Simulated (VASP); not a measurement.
# HW4Se8 in VASP: single point with PBE+D3(BJ)

Aim: the single point of HW4Se8 with PBE+D3(BJ).

All numbers are computed with VASP 6.6.1; they aren't measurements. Logs are shortened: lines on timing, memory, paths and dates and some standing lists are left out, and cuts for length are marked.

### 1 The cell of the first run

The cell holds a slab with vacuum, 26 atoms: a = 6.558 Å, b = 6.558 Å, c = 28.456 Å, α = 90.00°, β = 90.00°, γ = 120.00°.

### 2 Single point, PBE+D3(BJ)

INCAR reads:

```
SYSTEM = HW4Se8
ALGO     = Normal         ! electronic algorithm
DIPOL    = 0.5 0.5 0.474
EDIFF    = 1E-6           ! SCF threshold, eV
ENCUT    = 400            ! plane-wave cutoff, eV
GGA      = PE             ! functional
GGA_COMPAT= .False.      
IDIPOL   = 3            
ISIF     = 2              ! what is computed and relaxed
ISMEAR   = 0              ! smearing method
IVDW     = 12             ! dispersion correction
LASPH    = .True.         ! aspherical terms in the spheres
LCHARG   = .False.        ! write CHGCAR
LDIPOL   = .True.       
LREAL    = .False.        ! projectors in reciprocal space
LWAVE    = .False.        ! write WAVECAR
NBANDS   = 124            ! bands
NELM     = 120            ! most SCF steps
NELMDL   = -8           
PREC     = Accurate       ! precision mode
SIGMA    = 0.05           ! smearing width, eV
```

KPOINTS reads:

```
k-points
0
Gamma
  3 3 1
  0 0 0
```

POSCAR reads:

```
HW4Se8
1.0
    6.5580551065      0.0000000000      0.0000000000
   -3.2790275533      5.6794423217      0.0000000000
    0.0000000000      0.0000000000     28.4558503180
Se W H
16 8 2
Direct
    0.1666666667      0.3333333333      0.2811372674
    0.1666666667      0.8333333333      0.2811372674
    0.6666666667      0.3333333333      0.2811372674
    0.6666666667      0.8333333333      0.2811372674
    0.1666666667      0.3333333333      0.3995222284
    0.1666666667      0.8333333333      0.3995222284
    0.6666666667      0.3333333333      0.3995222284
    0.6666666667      0.8333333333      0.3995222284
    0.3331744584      0.1663268840      0.5062143577
    0.3332651680      0.6664525894      0.5062113817
    0.8332383981      0.1663846541      0.5062239175
    0.8333301432      0.6664575868      0.5062473653
    0.3332645999      0.1665657878      0.6247511638
    0.3333896337      0.6662904663      0.6247715485
    0.8332631152      0.1664754276      0.6247472469
    0.8331347298      0.6662528717      0.6246704580
    0.3333333333      0.1666666667      0.3403297479
    0.3333333333      0.6666666667      0.3403297479
    0.8333333333      0.1666666667      0.3403297479
    0.8333333333      0.6666666667      0.3403297479
    0.1665820538      0.3330772692      0.5654551205
    0.1667607288      0.8331355582      0.5654752710
    0.6664425970      0.3329107708      0.5654478896
    0.6665634847      0.8331755359      0.5654765730
    0.6993244157      0.7956058677      0.7210989369
    0.6566591690      0.8233663293      0.7434127570
```

Potentials or basis: VASP PAW PBE potentials, release 64 (Se, W_sv, H).

Command:

```
$ cat potpaw_PBE.64/Se/POTCAR potpaw_PBE.64/W_sv/POTCAR potpaw_PBE.64/H/POTCAR > POTCAR
$ mpirun -np 1 vasp_std > vasp.out
```

OUTCAR:

```text
SYSTEM = HW4Se8
   EDIFF = 1E-6
   ENCUT = 400
   GGA = PE
   ISIF = 2
   ISMEAR = 0
   IVDW = 12
   LASPH = .True.
   LREAL = .False.
   NELM = 120
   NELMDL = -8
   PREC = Accurate
 IVDW          = 12

 ion  position               nearest neighbor table
   1  0.167  0.333  0.281-  17 2.53  19 2.53  18 2.53
   2  0.167  0.833  0.281-  18 2.53  20 2.53  17 2.53
   3  0.667  0.333  0.281-  19 2.53  17 2.53  20 2.53
   4  0.667  0.833  0.281-  20 2.53  18 2.53  19 2.53
   5  0.167  0.333  0.400-  17 2.53  19 2.53  18 2.53
   6  0.167  0.833  0.400-  18 2.53  20 2.53  17 2.53
[... 8 lines left out ...]
  15  0.833  0.166  0.625-  24 2.54  23 2.54  21 2.54
  16  0.833  0.666  0.625-  23 2.53  24 2.53  22 2.54
  17  0.333  0.167  0.340-   1 2.53   5 2.53   3 2.53   7 2.53   6 2.53   2 2.53  19 3.28  19 3.28
                            20 3.28  20 3.28  18 3.28  18 3.28
  18  0.333  0.667  0.340-   2 2.53   6 2.53   4 2.53   8 2.53   1 2.53   5 2.53  20 3.28  20 3.28
                            19 3.28  19 3.28  17 3.28  17 3.28
  19  0.833  0.167  0.340-   3 2.53   7 2.53   5 2.53   1 2.53   4 2.53   8 2.53  17 3.28  17 3.28
                            18 3.28  18 3.28  20 3.28  20 3.28
  20  0.833  0.667  0.340-   4 2.53   8 2.53   6 2.53   2 2.53   7 2.53   3 2.53  18 3.28  18 3.28
                            17 3.28  17 3.28  19 3.28  19 3.28
  21  0.167  0.333  0.565-  11 2.53   9 2.53  10 2.54  13 2.54  15 2.54  14 2.54  23 3.28  24 3.28
                            22 3.28  22 3.28  24 3.28  23 3.28
  22  0.167  0.833  0.565-   9 2.53  10 2.53  12 2.54  16 2.54  13 2.54  14 2.54  23 3.28  24 3.28
                            21 3.28  21 3.28  24 3.28  23 3.28
  23  0.666  0.333  0.565-   9 2.53  11 2.53  16 2.53  12 2.54  13 2.54  15 2.54  22 3.28  24 3.28
                            21 3.28  21 3.28  24 3.28  22 3.28
  24  0.667  0.833  0.565-  11 2.53  16 2.53  10 2.54  14 2.54  12 2.54  15 2.54  22 3.28  23 3.28
                            21 3.28  21 3.28  23 3.28  22 3.28
  25  0.699  0.796  0.721-  26 0.75
  26  0.657  0.823  0.743-  25 0.75

  LATTYP: Found a hexagonal cell.
 ALAT       =     6.5580551065
 C/A-ratio  =     4.3390684976

  Lattice vectors:

 A1 = (   6.5580551065,   0.0000000000,   0.0000000000)
 A2 = (  -3.2790275533,   5.6794423217,   0.0000000000)
 A3 = (   0.0000000000,   0.0000000000,  28.4558503180)

Analysis of symmetry for initial positions (statically):
=====================================================================
 Subroutine PRICEL returns:
 Original cell was already a primitive cell.

 Routine SETGRP: Setting up the symmetry group for a
 hexagonal supercell.

 Subroutine GETGRP returns: Found  1 space group operations
 (whereof  1 operations were pure point group operations)
 out of a pool of 24 trial point group operations.

The static configuration has the point symmetry C_1 .

Analysis of symmetry for dynamics (positions and initial velocities):
=====================================================================
 Subroutine PRICEL returns:
 Original cell was already a primitive cell.

 Routine SETGRP: Setting up the symmetry group for a
 hexagonal supercell.

 Subroutine GETGRP returns: Found  1 space group operations
 (whereof  1 operations were pure point group operations)
 out of a pool of 24 trial point group operations.

The dynamic configuration has the point symmetry C_1 .

 Subroutine INISYM returns: Found  1 space group operations
 (whereof  1 operations are pure point group operations),
 and found     1 'primitive' translations

----------------------------------------------------------------------------------------

                                     Primitive cell

  volume of cell :    1059.8693

  direct lattice vectors                    reciprocal lattice vectors
     6.558055107  0.000000000  0.000000000     0.152484233  0.088036813  0.000000000
    -3.279027553  5.679442322  0.000000000     0.000000000  0.176073625  0.000000000
     0.000000000  0.000000000 28.455850318     0.000000000  0.000000000  0.035142158

  length of vectors
     6.558055107  6.558055107 28.455850318     0.176073625  0.176073625  0.035142158

  position of ions in fractional coordinates (direct lattice)
     0.166666667  0.333333333  0.281137267
     0.166666667  0.833333333  0.281137267
     0.666666667  0.333333333  0.281137267
     0.666666667  0.833333333  0.281137267
     0.166666667  0.333333333  0.399522228
     0.166666667  0.833333333  0.399522228
[... 18 lines left out ...]
     0.699324416  0.795605868  0.721098937
     0.656659169  0.823366329  0.743412757

  ion indices of the primitive-cell ions
   primitive index   ion index
                 1           1
                 2           2
                 3           3
                 4           4
                 5           5
                 6           6
[... 18 lines left out ...]
                25          25
                26          26

----------------------------------------------------------------------------------------

 KPOINTS: k-points

Automatic generation of k-mesh.
 Grid dimensions read from file:
 generate k-points for:    3    3    1

 Generating k-lattice:

  Cartesian coordinates                     Fractional coordinates (reciprocal lattice)
     0.050828078  0.029345604  0.000000000     0.333333333  0.000000000  0.000000000
     0.000000000  0.058691208  0.000000000     0.000000000  0.333333333  0.000000000
     0.000000000  0.000000000  0.035142158     0.000000000  0.000000000  1.000000000

  Length of vectors
     0.058691208  0.058691208  0.035142158

  Shift w.r.t. Gamma in fractional coordinates (k-lattice)
     0.000000000  0.000000000  0.000000000

 Subroutine IBZKPT returns following result:
 ===========================================

 Found      5 irreducible k-points:

 Following reciprocal coordinates:
            Coordinates               Weight
  0.000000  0.000000  0.000000      1.000000
  0.333333  0.000000  0.000000      2.000000
  0.000000  0.333333  0.000000      2.000000
 -0.333333  0.333333  0.000000      2.000000
  0.333333  0.333333  0.000000      2.000000
   k-points           NKPTS =      5   k-points in BZ     NKDIM =      5   number of bands    NBANDS=    124
   number of dos      NEDOS =    301   number of ions     NIONS =     26
   total plane-waves  NPLWV = 442368
   dimension x,y,z NGX =    48 NGY =   48 NGZ =  192
   dimension x,y,z NGXF=    96 NGYF=   96 NGZF=  384
   ions per type =              16   8   2
   NGX,Y,Z   is equivalent  to a cutoff of  12.17, 12.17, 11.22 a.u.
   NGXF,Y,Z  is equivalent  to a cutoff of  24.34, 24.34, 22.43 a.u.
 SYSTEM =  HW4Se8
   PREC   = accura    normal or accurate (medium, high low for compatibility)
   ISTART =      0    job   : 0-new  1-cont  2-samecut
   ICHARG =      2    charge: 1-file 2-atom 10-const
   ISPIN  =      1    spin polarized calculation?
   LNONCOLLINEAR =      F non collinear calculations
   LSORBIT =      F    spin-orbit coupling
   LASPH  =      T    aspherical Exc in radial PAW
   ENCUT  =  400.0 eV  29.40 Ry    5.42 a.u.  10.69 10.69 46.40*2*pi/ulx,y,z
   NELM   =    120;   NELMIN=  2; NELMDL= -8     # of ELM steps
   EDIFF  = 0.1E-05   stopping-criterion for ELM
   LREAL  =      F    real-space projection
   EDIFFG = 0.1E-04   stopping-criterion for IOM
   NSW    =      0    number of steps for IOM
   IBRION =     -1    ionic relax: 0-MD 1-quasi-New 2-CG
   NFREE  =      0    steps in history (QN), initial steepest desc. (CG)
   ISIF   =      2    stress and relaxation
   ISYM   =      2    0-nonsym 1-usesym 2-fastsym
   POTIM  = 0.5000    time-step for ionic-motion
   TEBEG  =    0.0;   TEEND  =   0.0 temperature during run
   PSTRESS=    0.0 pullay stress
   NELECT =     210.0000    total number of electrons
   NUPDOWN=      -1.0000    fix difference up-down
   EMIN   =  10.00;   EMAX   =-10.00  energy-range for DOS
   EFERMI =   0.00;   METHOD = LEGACY
   ISMEAR =     0;   SIGMA  =   0.05  broadening in eV -4-tet -1-fermi 0-gaus
   EFERMI_NEDOS =   21; number of points for ismear=-14 and -15
   IALGO  =     38    algorithm
   IMIX   =      4    mixing-type and parameters
     AMIX     =   0.40;   BMIX     =  1.00
     AMIX_MAG =   1.60;   BMIX_MAG =  1.00
  volume/ion in A,a.u.               =      40.76       275.09
  Fermi-wavevector in a.u.,A,eV,Ry     =   0.954400  1.803555 12.393269  0.910880
  Thomas-Fermi vector in A             =   2.083143
   LORBIT       =      0    0 simple, 1 ext, 2 COOP (PROOUT), +10 PAW based schemes
   GGA     = PE    functional components
   LHFCALC =     F    Hartree Fock is set to
   AEXX    =    0.0000 exact exchange contribution
   IVDW    =    12    specifies the selected vdW correction
   LEPSILON=     F    determine dielectric tensor
   LRPA    =     F    only Hartree local field effects (RPA)
 non-spin polarized calculation
 Gauss-broadening in eV      SIGMA  =   0.05
  energy-cutoff  :      400.00
  volume of cell :     1059.87
 maximum number of plane-waves:     19293
 NGX is ok and might be reduce to    48
   NGX = 21   NGY = 21   NGZ = 93

 dipolmoment           0.000000      0.000000      0.003579 electrons x Angstroem

 number of electron     209.9999974 magnetization

 dipolmoment           0.000000      0.000000     -0.003007 electrons x Angstroem

 Free energy of the ion-electron system (eV)
  ---------------------------------------------------
  ext. energy  EPLUGINS =         0.00000000
  ---------------------------------------------------
  free energy    TOTEN  =      -179.34206745 eV

  energy without entropy =     -179.34206745  energy(sigma->0) =     -179.34206745

 E-fermi :   0.3845     XC(G=0):  -5.4364

 val. band max:        0.1673142945   @ k =   0.0000   0.0000   0.0000
 cond. band min:       1.4503107816   @ k =   0.3333   0.3333   0.0000
 fundamental gap:      1.2829964870
 Fermi energy:         0.3844656317

 k-point     1 :       0.0000    0.0000    0.0000
  band No.  band energies     occupation
      1     -73.9935      2.00000
      2     -73.9929      2.00000
      3     -73.9833      2.00000
      4     -73.9831      2.00000
      5     -73.9821      2.00000
      6     -73.9820      2.00000
[... 589 lines left out ...]
    116       2.4381      0.00000
    117       2.4394      0.00000
 [bands above 117 left out]

------------------------ aborting loop because EDIFF is reached ----------------------------------------

 vacuum level on the upper side and lower side of the slab       (xc-potential included)        -0.115        -0.079

 Edisp (eV)   -9.77574

 E8    (eV) :    -4.4833

  FORCE on cell =-STRESS in cart. coord.  units (eV):
  Direction    XX          YY          ZZ          XY          YZ          ZX
  --------------------------------------------------------------------------------------
  -------------------------------------------------------------------------------------
  Total       1.39539     1.40109     1.21007     0.00444     0.00719     0.00653
  in kB       2.10938     2.11800     1.82924     0.00672     0.01087     0.00986
  external pressure =        2.02 kB  Pullay stress =        0.00 kB

 VOLUME and BASIS-vectors are now :
 -----------------------------------------------------------------------------
  energy-cutoff  :      400.00
  volume of cell :     1059.87
      direct lattice vectors                 reciprocal lattice vectors
     6.558055107  0.000000000  0.000000000     0.152484233  0.088036813  0.000000000
    -3.279027553  5.679442322  0.000000000     0.000000000  0.176073625  0.000000000
     0.000000000  0.000000000 28.455850318     0.000000000  0.000000000  0.035142158

 POSITION                                       TOTAL-FORCE (eV/Angst)
 -----------------------------------------------------------------------------------
      0.00000      1.89315      8.00000        -0.000003      0.000023     -0.080815
     -1.63951      4.73287      8.00000         0.000002      0.000025     -0.080824
      3.27903      1.89315      8.00000        -0.000007      0.000019     -0.080810
      1.63951      4.73287      8.00000        -0.000004      0.000032     -0.080841
      0.00000      1.89315     11.36874        -0.000001     -0.000205      0.073416
     -1.63951      4.73287     11.36874        -0.000071     -0.000285      0.073242
[... 18 lines left out ...]
      1.97739      4.51860     20.51948        -0.000667      0.000403      0.000172
      1.60657      4.67626     21.15444        -0.001002      0.001906     -0.000984
 -----------------------------------------------------------------------------------
    total drift:                                0.000028     -0.000065     -0.000161

  FREE ENERGIE OF THE ION-ELECTRON SYSTEM (eV)
  ---------------------------------------------------
  free  energy   TOTEN  =      -189.1178078994 eV

  energy  without entropy=     -189.1178078994  energy(sigma->0) =     -189.11780790

 vacuum level on the upper side and lower side of the slab         4.980         5.015
```

Wall time 19 min (1 thread of Intel Xeon 6975P-C (Granite Rapids), shared host); peak memory 1.1 GiB.

What came out:

```yaml
Free_energy: -189.1178 eV
Largest_force: 0.081 eV/Å
Band_gap_on_the_k_mesh: 1.28 eV (least direct gap 1.36 eV)
Dispersion_energy_per_atom: -0.376 eV
```

Forces in eV/Å, atoms in the order of the input:
```
Se   0.000  0.000 -0.081
Se   0.000  0.000 -0.081
Se   0.000  0.000 -0.081
Se   0.000  0.000 -0.081
Se   0.000  0.000  0.073
Se   0.000  0.000  0.073
Se   0.000  0.000  0.074
Se   0.000  0.000  0.073
Se   0.000  0.003 -0.047
Se   0.004 -0.001 -0.043
Se   0.000  0.001 -0.053
Se  -0.003 -0.001 -0.048
Se   0.002 -0.011  0.048
Se  -0.024  0.000  0.034
Se   0.001  0.011  0.042
Se   0.022  0.000  0.045
W    0.000  0.000  0.009
W    0.000  0.000  0.009
W    0.000  0.000  0.009
W    0.000  0.000  0.009
W    0.000  0.003  0.003
W    0.000  0.001  0.005
W    0.001  0.001  0.003
W   -0.001 -0.006  0.005
H   -0.001  0.000  0.000
H   -0.001  0.002 -0.001
```

Caveat: spin-orbit coupling is left out, which moves the levels of the heavy elements.
